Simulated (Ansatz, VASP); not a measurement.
# Ir in VASP and in Ansatz

```
Ir
1.0
     4.31125    0.00000    0.00000
    -2.15563    3.73365    0.00000
     0.00000    0.00000    4.75938
Ir
4
Cartesian
  0.0000 0.0000 1.1898
  0.0000 0.0000 3.5695
  0.0000 2.4891 3.5695
  2.1556 1.2446 1.1898
```

Alike in both runs: task relaxation of cell and atoms; functional PBE; k mesh 6 × 6 × 4; occupations gaussian, width 0.1 eV; no spin polarisation.

```csv
,VASP,Ansatz
version,VASP 6.6.1,Ansatz 0.2.0
potentials or method,"VASP PAW PBE potentials, release 64 (Ir), cutoff 600 eV","scalar-relativistic, plane waves, PAW"
valence electrons in the cell,36,68
```

|  | VASP | Ansatz | Ansatz less VASP |
| --- | --- | --- | --- |
| gap on the k mesh at the Fermi level, each at its own relaxed structure (eV) | none | none | - |
| relaxed volume (Å³/atom) | 19.29 | 19.30 | +0.015 |
| relaxed cell length with the largest relative difference (Å) | 4.881 | 4.876 | -0.0045 |

A gap of «none» marks a metal or a gap that the smearing closes. VASP's potentials hold 36 valence electrons a cell and Ansatz's 68, so a difference there can come from the potentials and not from the codes.

Neither program's run includes spin-orbit coupling. Noted on VASP's run: too few bands were computed for a metal, which touches its energy and stress.
